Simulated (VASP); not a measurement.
# CaO (Fm-3m) in VASP: notebook

CaO is run at these levels: PBE-based screened hybrid with 40 % exact exchange, r2SCAN, PBE, PBE-based screened hybrid with 5 % exact exchange, PBE-based screened hybrid with 10 % exact exchange; tasks: single point, relaxation of cell and atoms.

Everything below comes from runs of VASP 6.6.1. Logs are shortened: lines on timing, memory, paths and dates and some standing lists are left out, and cuts for length are marked.

### 1 The cell of the first run

The structure is cubic, space group Fm-3m (No. 225). Conventional cell: a = 4.807 Å, b = 4.807 Å, c = 4.807 Å, α = 90.00°, β = 90.00°, γ = 90.00°. Within 3.2 Å of Ca (site symmetry m-3m) lie 6 O at 2.40 Å. O (site symmetry m-3m) has 6 Ca at 2.40 Å within 3.2 Å.

### 2 Single point, PBE-based screened hybrid with 40 % exact exchange

Input file POSCAR:

```
CaO
1.0
    0.0000000000      2.4035556960      2.4035556960
    2.4035556960      0.0000000000      2.4035556960
    2.4035556960      2.4035556960      0.0000000000
Ca O
1 1
Direct
    0.0000000000      0.0000000000      0.0000000000
    0.5000000000      0.5000000000      0.5000000000
```

Input file INCAR.step1:

```
  PREC = Accurate
  ENCUT = 520
  EDIFF = 1E-5
  ISMEAR = -1
  SIGMA = 0.05
  LREAL = F
  LASPH = T
  NELM = 100
  ALGO = Normal
  ISIF = 2
  LWAVE = T
  LCHARG = F
  GGA = PE
  NBANDS = 15
```

Input file INCAR.step2:

```
  PREC = Accurate
  ENCUT = 520
  EDIFF = 1E-6
  ISMEAR = -1
  SIGMA = 0.05
  LREAL = F
  LASPH = T
  NELM = 100
  ALGO = Normal
  ISIF = 2
  LWAVE = F
  LCHARG = F
  GGA = PE
  LHFCALC = T
  AEXX = 0.4
  HFSCREEN = 0.2
  PRECFOCK = Normal
  ISTART = 1
  NBANDS = 15
```

Input file KPOINTS:

```
regular mesh
0
Gamma
  5 5 5
```

Potentials or basis: VASP PAW PBE potentials, release 64 (Ca_sv, O).

Run with:

```bash
$ cat potpaw_PBE.64/Ca_sv/POTCAR potpaw_PBE.64/O/POTCAR > POTCAR
$ cp INCAR.step1 INCAR
$ mpirun -np 1 vasp_std > vasp.out
$ cp INCAR.step2 INCAR
$ mpirun -np 1 vasp_std > vasp.out
```

OUTCAR:

```text
PREC = Accurate
   ENCUT = 520
   EDIFF = 1E-6
   ISMEAR = -1
   LREAL = F
   LASPH = T
   NELM = 100
   ISIF = 2
   GGA = PE
   LHFCALC = T
   AEXX = 0.4
   HFSCREEN = 0.2
   PRECFOCK = Normal
   ISTART = 1

 ion  position               nearest neighbor table
   1  0.000  0.000  0.000-   2 2.40   2 2.40   2 2.40   2 2.40   2 2.40   2 2.40
   2  0.500  0.500  0.500-   1 2.40   1 2.40   1 2.40   1 2.40   1 2.40   1 2.40

  LATTYP: Found a face centered cubic cell.
 ALAT       =     4.8071113920

  Lattice vectors:

 A1 = (   0.0000000000,   2.4035556960,   2.4035556960)
 A2 = (   2.4035556960,   0.0000000000,   2.4035556960)
 A3 = (   2.4035556960,   2.4035556960,   0.0000000000)

Analysis of symmetry for initial positions (statically):
=====================================================================
 Subroutine PRICEL returns:
 Original cell was already a primitive cell.

 Routine SETGRP: Setting up the symmetry group for a
 face centered cubic supercell.

 Subroutine GETGRP returns: Found 48 space group operations
 (whereof 48 operations were pure point group operations)
 out of a pool of 48 trial point group operations.

The static configuration has the point symmetry O_h .

Analysis of symmetry for dynamics (positions and initial velocities):
=====================================================================
 Subroutine PRICEL returns:
 Original cell was already a primitive cell.

 Routine SETGRP: Setting up the symmetry group for a
 face centered cubic supercell.

 Subroutine GETGRP returns: Found 48 space group operations
 (whereof 48 operations were pure point group operations)
 out of a pool of 48 trial point group operations.

The dynamic configuration has the point symmetry O_h .

 Subroutine INISYM returns: Found 48 space group operations
 (whereof 48 operations are pure point group operations),
 and found     1 'primitive' translations

----------------------------------------------------------------------------------------

                                     Primitive cell

  volume of cell :      27.7711

  direct lattice vectors                    reciprocal lattice vectors
     0.000000000  2.403555696  2.403555696    -0.208025136  0.208025136  0.208025136
     2.403555696  0.000000000  2.403555696     0.208025136 -0.208025136  0.208025136
     2.403555696  2.403555696  0.000000000     0.208025136  0.208025136 -0.208025136

  length of vectors
     3.399141063  3.399141063  3.399141063     0.360310104  0.360310104  0.360310104

  position of ions in fractional coordinates (direct lattice)
     0.000000000  0.000000000  0.000000000
     0.500000000  0.500000000  0.500000000

  ion indices of the primitive-cell ions
   primitive index   ion index
                 1           1
                 2           2

----------------------------------------------------------------------------------------

 KPOINTS: regular mesh

Automatic generation of k-mesh.
 Grid dimensions read from file:
 generate k-points for:    5    5    5

 Generating k-lattice:

  Cartesian coordinates                     Fractional coordinates (reciprocal lattice)
    -0.041605027  0.041605027  0.041605027     0.200000000  0.000000000  0.000000000
     0.041605027 -0.041605027  0.041605027     0.000000000  0.200000000  0.000000000
     0.041605027  0.041605027 -0.041605027     0.000000000  0.000000000  0.200000000

  Length of vectors
     0.072062021  0.072062021  0.072062021

  Shift w.r.t. Gamma in fractional coordinates (k-lattice)
     0.000000000  0.000000000  0.000000000

 Subroutine IBZKPT returns following result:
 ===========================================

 Found     10 irreducible k-points:

 Following reciprocal coordinates:
            Coordinates               Weight
  0.000000  0.000000  0.000000      1.000000
  0.200000  0.000000  0.000000      8.000000
  0.400000  0.000000  0.000000      8.000000
  0.200000  0.200000  0.000000      6.000000
  0.400000  0.200000  0.000000     24.000000
 -0.400000  0.200000  0.000000     24.000000
 -0.200000  0.200000  0.000000     12.000000
  0.400000  0.400000  0.000000      6.000000
 -0.400000  0.400000  0.000000     12.000000
 -0.400000  0.400000  0.200000     24.000000
   k-points           NKPTS =     10   k-points in BZ     NKDIM =    125   number of bands    NBANDS=     15
   number of dos      NEDOS =    301   number of ions     NIONS =      2
   total plane-waves  NPLWV =  21952
   dimension x,y,z NGX =    28 NGY =   28 NGZ =   28
   dimension x,y,z NGXF=    56 NGYF=   56 NGZF=   56
   ions per type =               1   1
   NGX,Y,Z   is equivalent  to a cutoff of  13.69, 13.69, 13.69 a.u.
   NGXF,Y,Z  is equivalent  to a cutoff of  27.39, 27.39, 27.39 a.u.
 SYSTEM =  unknown system
   PREC   = accura    normal or accurate (medium, high low for compatibility)
   ISTART =      1    job   : 0-new  1-cont  2-samecut
   ICHARG =      0    charge: 1-file 2-atom 10-const
   ISPIN  =      1    spin polarized calculation?
   LNONCOLLINEAR =      F non collinear calculations
   LSORBIT =      F    spin-orbit coupling
   LASPH  =      T    aspherical Exc in radial PAW
   ENCUT  =  520.0 eV  38.22 Ry    6.18 a.u.   6.32  6.32  6.32*2*pi/ulx,y,z
   NELM   =    100;   NELMIN=  2; NELMDL=  0     # of ELM steps
   EDIFF  = 0.1E-05   stopping-criterion for ELM
   LREAL  =      F    real-space projection
   EDIFFG = 0.1E-04   stopping-criterion for IOM
   NSW    =      0    number of steps for IOM
   IBRION =     -1    ionic relax: 0-MD 1-quasi-New 2-CG
   NFREE  =      0    steps in history (QN), initial steepest desc. (CG)
   ISIF   =      2    stress and relaxation
   ISYM   =      3    0-nonsym 1-usesym 2-fastsym
   POTIM  = 0.5000    time-step for ionic-motion
   TEBEG  =    0.0;   TEEND  =   0.0 temperature during run
   PSTRESS=    0.0 pullay stress
   NELECT =      16.0000    total number of electrons
   NUPDOWN=      -1.0000    fix difference up-down
   EMIN   =  10.00;   EMAX   =-10.00  energy-range for DOS
   EFERMI =   0.00;   METHOD = LEGACY
   ISMEAR =    -1;   SIGMA  =   0.05  broadening in eV -4-tet -1-fermi 0-gaus
   EFERMI_NEDOS =   21; number of points for ismear=-14 and -15
   IALGO  =     38    algorithm
   IMIX   =      1    mixing-type and parameters
     AMIX     =   0.40;   BMIX     =  1.00
     AMIX_MAG =   1.60;   BMIX_MAG =  1.00
  volume/ion in A,a.u.               =      13.89        93.70
  Fermi-wavevector in a.u.,A,eV,Ry     =   1.362231  2.574243 25.247954  1.855672
  Thomas-Fermi vector in A             =   2.488738
   LORBIT       =      0    0 simple, 1 ext, 2 COOP (PROOUT), +10 PAW based schemes
   GGA     = PE    functional components
   LHFCALC =     T    Hartree Fock is set to
   PRECFOCK=normal    Normal, Fast or Accurate (Low or Medium for compatibility)
   ENCUT4O =  -1.0   cutoff for four orbital integrals eV
   NKREDX  =     1    reduce k-point grid by
   NKREDY  =     1    reduce k-point grid by
   NKREDZ  =     1    reduce k-point grid by
   AEXX    =    0.4000 exact exchange contribution
   HFSCREEN=    0.2000 screening length (either q_TF or 0.3 A-1)
   HFSCREENC=   0.2000 screening length for correlation (either q_TF or 0.3 A-1)
   ENCUTFOCK=  -1.0 apply spherical cutoff to Coloumb kernel
   IVDW    =     0    specifies the selected vdW correction
   LEPSILON=     F    determine dielectric tensor
   LRPA    =     F    only Hartree local field effects (RPA)
 non-spin polarized calculation
  energy-cutoff  :      520.00
  volume of cell :       27.77
 maximum number of plane-waves:       763
 NGX is ok and might be reduce to    28
  NGX = 20; NGY = 20; NGZ = 20

 number of electron      15.9999997 magnetization

 Free energy of the ion-electron system (eV)
  ---------------------------------------------------
  ext. energy  EPLUGINS =         0.00000000
  ---------------------------------------------------
  free energy    TOTEN  =       -16.21694698 eV

  energy without entropy =      -16.21694698  energy(sigma->0) =      -16.21694698

 E-fermi :   1.7525     XC(G=0):  -7.4814

 val. band max:        0.5834880382   @ k =   0.0000   0.0000   0.0000
 cond. band min:       7.1719718642   @ k =   0.4000   0.4000   0.0000
 fundamental gap:      6.5884838260
 Fermi energy:         1.7524725805

 k-point     1 :       0.0000    0.0000    0.0000
  band No.  band energies     occupation
      1     -41.0761      2.00000
      2     -19.4815      2.00000
      3     -19.4815      2.00000
      4     -19.4815      2.00000
      5     -17.3417      2.00000
      6       0.5835      2.00000
      7       0.5835      2.00000
      8       0.5835      2.00000
      9       7.7985      0.00000
     10      10.0343      0.00000
     11      10.0343      0.00000
     12      10.0343      0.00000
     13      11.7513      0.00000
     14      11.7513      0.00000
     15      18.2999      0.00000

 k-point     2 :       0.2000    0.0000    0.0000
  band No.  band energies     occupation
      1     -41.0390      2.00000
      2     -20.1095      2.00000
      3     -19.4981      2.00000
      4     -19.4981      2.00000
      5     -16.6695      2.00000
      6      -0.6164      2.00000
      7       0.0916      2.00000
      8       0.0916      2.00000
      9       9.3735      0.00000
     10       9.9448      0.00000
     11      10.7866      0.00000
     12      10.7866      0.00000
     13      12.7342      0.00000
     14      12.7342      0.00000
     15      19.8162      0.00000

 k-point     3 :       0.4000    0.0000    0.0000
  band No.  band energies     occupation
      1     -40.9783      2.00000
      2     -20.7917      2.00000
      3     -19.5246      2.00000
      4     -19.5246      2.00000
      5     -15.9070      2.00000
      6      -2.0987      2.00000
      7      -0.5945      2.00000
      8      -0.5945      2.00000
      9      10.5425      0.00000
     10      11.5159      0.00000
     11      12.2982      0.00000
     12      12.2982      0.00000
     13      14.5622      0.00000
     14      14.5622      0.00000
     15      18.8800      0.00000

 k-point     4 :       0.2000    0.2000    0.0000
  band No.  band energies     occupation
      1     -41.0271      2.00000
      2     -20.0481      2.00000
      3     -19.5662      2.00000
      4     -19.5662      2.00000
      5     -16.6963      2.00000
      6      -0.9928      2.00000
      7       0.3249      2.00000
      8       0.3249      2.00000
      9       8.6599      0.00000
     10       9.4300      0.00000
     11      11.5632      0.00000
     12      11.5632      0.00000
     13      12.1940      0.00000
     14      13.6791      0.00000
     15      20.6018      0.00000
[... 55 lines left out ...]
 k-point     8 :       0.4000    0.4000    0.0000
  band No.  band energies     occupation
      1     -40.9491      2.00000
      2     -20.1884      2.00000
      3     -19.7051      2.00000
      4     -19.7051      2.00000
      5     -16.8974      2.00000
      6      -1.1336      2.00000
      7       0.1437      2.00000
      8       0.1437      2.00000
      9       7.1720      0.00000
     10      11.6232      0.00000
     11      13.0136      0.00000
     12      13.7545      0.00000
     13      13.7545      0.00000
     14      14.8172      0.00000
     15      18.4331      0.00000

 k-point     9 :      -0.4000    0.4000    0.0000
  band No.  band energies     occupation
      1     -40.9365      2.00000
      2     -20.0646      2.00000
      3     -20.0596      2.00000
      4     -19.6808      2.00000
      5     -16.6940      2.00000
      6      -0.8456      2.00000
      7      -0.5980      2.00000
      8      -0.1595      2.00000
      9       8.0807      0.00000
     10      12.3864      0.00000
     11      12.5771      0.00000
     12      13.6554      0.00000
     13      13.8507      0.00000
     14      16.6874      0.00000
     15      17.2702      0.00000

 k-point    10 :      -0.4000    0.4000    0.2000
  band No.  band energies     occupation
      1     -40.9434      2.00000
      2     -20.3141      2.00000
      3     -19.8409      2.00000
      4     -19.7352      2.00000
      5     -16.4344      2.00000
      6      -1.2032      2.00000
      7      -0.5667      2.00000
      8      -0.4058      2.00000
      9       9.1994      0.00000
     10      11.0165      0.00000
     11      12.6222      0.00000
     12      13.6259      0.00000
     13      14.3632      0.00000
     14      16.6096      0.00000
     15      18.1534      0.00000

------------------------ aborting loop because EDIFF is reached ----------------------------------------

  FORCE on cell =-STRESS in cart. coord.  units (eV):
  Direction    XX          YY          ZZ          XY          YZ          ZX
  --------------------------------------------------------------------------------------
  -------------------------------------------------------------------------------------
  Total       -0.2051832     -0.2051832     -0.2051832      0.0000000     -0.0000000      0.0000000
  in kB      -11.8374974    -11.8374974    -11.8374974      0.0000000     -0.0000000      0.0000000
  external PRESSURE =     -11.8374974 kB  Pullay stress =       0.0000000 kB

 VOLUME and BASIS-vectors are now :
 -----------------------------------------------------------------------------
  energy-cutoff  :      520.00
  volume of cell :       27.77
      direct lattice vectors                 reciprocal lattice vectors
     0.000000000  2.403555696  2.403555696    -0.208025136  0.208025136  0.208025136
     2.403555696  0.000000000  2.403555696     0.208025136 -0.208025136  0.208025136
     2.403555696  2.403555696  0.000000000     0.208025136  0.208025136 -0.208025136

 POSITION                                       TOTAL-FORCE (eV/Angst)
 -----------------------------------------------------------------------------------
      0.00000      0.00000      0.00000        -0.000000     -0.000000     -0.000000
      2.40356      2.40356      2.40356         0.000000      0.000000      0.000000
 -----------------------------------------------------------------------------------
    total drift:                               -0.000000     -0.000000      0.000000

  FREE ENERGIE OF THE ION-ELECTRON SYSTEM (eV)
  ---------------------------------------------------
  free  energy   TOTEN  =       -16.2169469812 eV

  energy  without entropy=      -16.2169469812  energy(sigma->0) =      -16.21694698
```

Wall time 19 min (1 thread of AMD EPYC 7R13, shared host); peak memory 0.23 GiB.

Results:

| Quantity | Value |
| --- | --- |
| Free energy | -16.2169 eV |
| Pressure | -1.2 GPa |
| Band gap on the k mesh | 6.59 eV (least direct gap 7.03 eV) |

Levels at points of the mesh, in eV from the valence-band top:
| k point | band 4 | band 5 | band 6 | band 7 | band 8 | band 9 | band 10 | band 11 | band 12 | band 13 |
| --- | --- | --- | --- | --- | --- | --- | --- | --- | --- | --- |
| (0.00, 0.00, 0.00) | -20.07 | -17.93 | 0.00 | 0.00 | 0.00 | 7.21 | 9.45 | 9.45 | 9.45 | 11.17 |

Caveat: the k points lie up to 0.45 Å⁻¹ apart; the PAW data sets were made with another functional, which shifts forces and pressure a little; an odd mesh through Γ misses points on the zone boundary, where band edges can lie.

[end of part 1 of 2]
